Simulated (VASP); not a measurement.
A run of VASP 6.6.1:

INCAR

```
ALGO = Fast ; EDIFF = 1E-6
ENCUT = 520 ; GGA = PE
ISIF = 2 ; ISMEAR = 0
LASPH = True ; LCHARG = True
LELF = True ; LREAL = False
LVHAR = True ; LWAVE = False
NBANDS = 58 ; NELM = 60
PREC = Accurate ; SIGMA = 0.1
```

File KPOINTS:

```
k-points
0
Gamma
  3 3 4
```

Contents of POSCAR:

```
Sc3BAu
1.0
    7.0042500000      0.0000000000      0.0000000000
   -3.5021250000      6.0658584300      0.0000000000
    0.0000000000      0.0000000000      5.8835700000
Sc B Au
6 2 2
Direct
    0.8333333300      0.6666666700      0.7500000000
    0.3333333300      0.1666666700      0.7500000000
    0.8333333300      0.1666666700      0.7500000000
    0.1666666700      0.3333333300      0.2500000000
    0.6666666700      0.8333333300      0.2500000000
    0.1666666700      0.8333333300      0.2500000000
    0.0000000000      0.0000000000      0.0000000000
    0.0000000000      0.0000000000      0.5000000000
    0.3333333300      0.6666666700      0.7500000000
    0.6666666700      0.3333333300      0.2500000000
```

Potentials or basis: VASP PAW PBE potentials, release 64 (Sc_sv, B, Au).

Run with:

```bash
$ cat potpaw_PBE.64/Sc_sv/POTCAR potpaw_PBE.64/B/POTCAR potpaw_PBE.64/Au/POTCAR > POTCAR
$ mpirun -np 1 vasp_std > vasp.out
```

Hardware: 1 thread of AMD EPYC 9R45 96-Core Processor (Zen 5), on a shared host.

Problem. How long does it take, and how much memory?

Solution. Wall time 3.2 min on 1 thread of AMD EPYC 9R45 96-Core Processor (Zen 5) (shared host), peak memory 0.39 GiB. Counts: scf iterations 25, k points 9.
